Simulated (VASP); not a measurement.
A run of VASP 6.6.1 is set up as follows.

The input INCAR:

```
  ALGO = Fast
  EDIFF = 1E-6
  ENCUT = 520
  GGA = PS
  ISIF = 2
  ISMEAR = 0
  LASPH = True
  LCHARG = False
  LREAL = False
  LWAVE = False
  NBANDS = 12
  NELM = 60
  PREC = Accurate
  SIGMA = 0.1
```

File KPOINTS:

```
k-points
0
Gamma
  8 8 8
```

Contents of POSCAR:

```
Ga
1.0
   -1.5635608369      1.5635608369      1.5635608369
    1.5635608369     -1.5635608369      1.5635608369
    1.5635608369      1.5635608369     -1.5635608369
Ga
1
Direct
    0.0000000000      0.0000000000      0.0000000000
```

Potentials or basis: VASP PAW PBE potentials, release 64 (Ga_d).

The run is started by

```sh
$ cat potpaw_PBE.64/Ga_d/POTCAR > POTCAR
$ mpirun -np 1 vasp_std > vasp.out
```

(1) Predict the pressure.

(2) What does it give for the band gap on the k mesh?

## Answers

(1) 13.8 GPa.

(2) zero (an odd number of electrons rules out a gap without spin polarisation).

Caveat: the cell differs from its parent crystal (Al replaced by Ga, lengths x 1.005, strained); the cell stands under pressure; the PAW data sets were made with another functional, which shifts forces and pressure a little.
